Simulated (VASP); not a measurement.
Here is a VASP 6.6.1 calculation.

Contents of INCAR:

```
ALGO = Normal
EDIFF = 1E-6
ENCUT = 910
GGA = PE
GGA_COMPAT = False
ISIF = 2
ISMEAR = 0
LASPH = True
LCHARG = False
LREAL = False
LWAVE = False
NBANDS = 36
NELM = 120
PREC = Accurate
SIGMA = 0.1
```

KPOINTS

```
k-points
0
Gamma
  4 4 4
```

POSCAR

```
ScAlC4N4
1.0
    4.3582548484     -5.3701527474      0.3233360893
    4.3582548484      5.3701527474      0.3233360893
   -0.6128724646      0.0000000000      3.4107685374
Sc Al C N
1 1 4 4
Direct
    0.5000000000      0.5000000000      0.0000000000
    0.0000000000      0.0000000000      0.0000000000
    0.1865025196      0.8134974804      0.0000000000
    0.8134974804      0.1865025196      0.0000000000
    0.7869496859      0.7869496859      0.7241054811
    0.2130503141      0.2130503141      0.2758945189
    0.2955123201      0.7044876799      0.0000000000
    0.7044876799      0.2955123201      0.0000000000
    0.6680929174      0.6680929174      0.5196800927
    0.3319070826      0.3319070826      0.4803199073
```

Potentials or basis: VASP PAW PBE potentials, release 64 (Sc_sv, Al, C_h, N_h).

Launch:

```console
$ cat potpaw_PBE.64/Sc_sv/POTCAR potpaw_PBE.64/Al/POTCAR potpaw_PBE.64/C_h/POTCAR potpaw_PBE.64/N_h/POTCAR > POTCAR
$ mpirun -np 1 vasp_std > vasp.out
```

Task: Estimate the largest force.

Result: 0.053 eV/Å.

Task: Predict the band gap on the k mesh.

Result: Zero (bands 25 and 26 overlap by 0.38 eV).

Task: Predict the pressure.

Result: -0.1 GPa.

Forces on the atoms (eV/Å):
```
Sc   0.000  0.000  0.000
Al   0.000  0.000  0.000
C    0.000  0.053  0.000
C    0.000 -0.053  0.000
C    0.018  0.000  0.012
C   -0.018  0.000 -0.012
N    0.000  0.001  0.000
N    0.000 -0.001  0.000
N    0.030  0.000  0.018
N   -0.030  0.000 -0.018
```

Caveat: the k points lie up to 0.46 Å⁻¹ apart; the cutoff is under 1.25 times the usual one of these potentials, so pressure, stress and relaxed cells hold a basis-set (Pulay) error.
